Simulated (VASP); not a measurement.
F: density of states with PBEsol

The system is F.

```
F
1.0
     0.00000    1.66481    1.66481
     1.66481    0.00000    1.66481
     1.66481    1.66481    0.00000
F
1
Direct
  0.00000 0.00000 0.00000
```

```json
{
 "Program": "VASP 6.6.1",
 "Task": "density of states",
 "Functional": "PBEsol",
 "Potentials or basis": "VASP PAW PBE potentials, release 64 (F)",
 "Cutoff": "520 eV",
 "k mesh": "19 × 19 × 19",
 "Occupations": "fermi-dirac, width 0.08 eV",
 "Spin": "no spin polarisation",
 "Dipole correction": "no",
 "k mesh for the DOS": "29 × 29 × 29",
 "Occupations for the DOS": "tetrahedron",
 "Further INCAR settings": "ALGO = Normal; EDIFF = 1e-06; NBANDS = 10"
}
```

```yaml
Valence_electrons_inside_the_program's_atomic_spheres: F 5.75
```

Levels at points of the mesh, in eV from the Fermi level:
```csv
k point,band 2,band 3,band 4,band 5,band 6,band 7
"(0.00, 0.00, 0.00)",0.63,0.63,0.63,14.34,36.10,36.10
```

Run time: 38 s on 1 thread of Intel(R) Xeon(R) Platinum 8259CL CPU @ 2.50GHz (Skylake/Cascade Lake), with other jobs on the host, peak memory 0.16 GiB.

Caveat: an odd number of electrons without spin polarisation forces a metal; a magnetic or distorted state may lie lower.
